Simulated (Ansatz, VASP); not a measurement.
## SiTe4H: VASP beside Ansatz

File INCAR:

```
SYSTEM = SiTe4H
PREC = Accurate
ENCUT = 520
EDIFF = 1E-7
ISMEAR = 0
SIGMA = 0.1
LREAL = .False.
LASPH = .True.
NELM = 80
ALGO = Normal
ISIF = 2
LWAVE = .False.
LCHARG = .False.
GGA = PE
NBANDS = 24
```

KPOINTS

```
Automatic mesh
0
Gamma
  3 3 4
  0 0 0
```

The input POSCAR:

```
SiTe4H
1.0
    6.3333506400      0.0000000000      0.0000000000
   -3.1666753200      5.4848425400      0.0000000000
    0.0000000000      0.0000000000      4.8527073900
Si Te H
1 4 1
Direct
    0.0000000000      0.0000000000      0.0000000000
    0.3333333300      0.6666666700      0.0000000000
    0.6630066400      0.8315033200      0.5000000000
    0.1684966800      0.8315033200      0.5000000000
    0.1684966800      0.3369933600      0.5000000000
    0.6666666700      0.3333333300      0.0000000000
```

Input for Ansatz:

```yaml
crystal:
  lattice:
    - [6.33335064, 0.0, 0.0]
    - [-3.16667532, 5.48484254, 0.0]
    - [0.0, 0.0, 4.85270739]
  atoms:
    - { symbol: Si, position: [0.0, 0.0, 0.0] }
    - { symbol: Te, position: [0.33333333, 0.66666667, 0.0] }
    - { symbol: Te, position: [0.66300664, 0.83150332, 0.5] }
    - { symbol: Te, position: [0.16849668, 0.83150332, 0.5] }
    - { symbol: Te, position: [0.16849668, 0.33699336, 0.5] }
    - { symbol: H, position: [0.66666667, 0.33333333, 0.0] }
basis:
  ecutwfc: 420
kpoints:
  mp_grid: { grid: [3, 3, 4] }
hamiltonian:
  xc: pbe
scf:
  occupations: { method: gaussian, width: 0.1 }
  lower_state_search: "off"
output:
  forces: true
  stress: true
  eigenvalues: true
```

Change from the starting cell: species swapped into the ErAlNi4 type (P-6m2, No. 187).

Alike in both runs: task single point; functional PBE; k mesh 3 × 3 × 4; occupations gaussian, width 0.1 eV; no spin polarisation.

```csv
,VASP,Ansatz
version,VASP 6.6.1,Ansatz 0.2.0
potentials or method,"VASP PAW PBE potentials, release 64 (Si, Te, H), cutoff 520 eV","scalar-relativistic, plane waves, PAW"
valence electrons in the cell,29,69
```

Ansatz gave:

* gap on the k mesh at the Fermi level (eV): none
* pressure (GPa): 3.7
* traceless stress, the component that is largest in VASP (GPa): -1.17
* rms of the force components (eV/Å): 0.415

Q: Estimate VASP's values.

A: gap on the k mesh at the Fermi level (eV): none; pressure (GPa): 3.6; traceless stress, the component that is largest in VASP (GPa): -1.17; rms of the force components (eV/Å): 0.415.

Atom by atom the forces differ by 0.000 eV/Å (rms over components). A gap of «none» marks a metal or a gap that the smearing closes. VASP's potentials hold 29 valence electrons a cell and Ansatz's 69, so a difference there can come from the potentials and not from the codes.

The k mesh is coarse, so the values compare programs but aren't converged. Neither program's run includes spin-orbit coupling.
